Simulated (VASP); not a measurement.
ZrN: single point with PBE

ZrN:

```
Zr N
1.0
     0.00000    2.37149    2.37149
     2.37149    0.00000    2.37149
     2.37149    2.37149    0.00000
Zr N
1 1
Direct
  0.00000 0.00000 0.00000
  0.50000 0.50000 0.50000
```

This cell differs from its parent crystal: volume scaled by 1.10.

```
Program                : VASP 6.6.1
Task                   : single point
Functional             : PBE
Potentials or basis    : VASP PAW PBE potentials, release 64 (Zr_sv, N)
Cutoff                 : 600 eV
k mesh                 : 20 × 20 × 20
Occupations            : gaussian, width 0.1 eV
Spin                   : no spin polarisation
Dipole correction      : no
Further INCAR settings : ALGO = Normal; EDIFF = 1e-06; NBANDS = 16
```

- Pressure: -19.2 GPa

Levels at points of the mesh, in eV from the Fermi level:
| k point | band 6 | band 7 | band 8 | band 9 | band 10 | band 11 |
| --- | --- | --- | --- | --- | --- | --- |
| (0.00, 0.00, 0.00) | -2.53 | -2.53 | -2.53 | -0.38 | -0.38 | -0.38 |
| (0.50, 0.00, 0.00) | -7.16 | -5.23 | -5.23 | 2.57 | 2.61 | 2.61 |
| (0.50, 0.50, 0.00) | -4.58 | -3.10 | -3.10 | -3.10 | 2.88 | 3.85 |

Wall time 2.5 min on 1 thread of AMD EPYC 9R45 (Zen 5), on a shared host, peak memory 0.23 GiB.
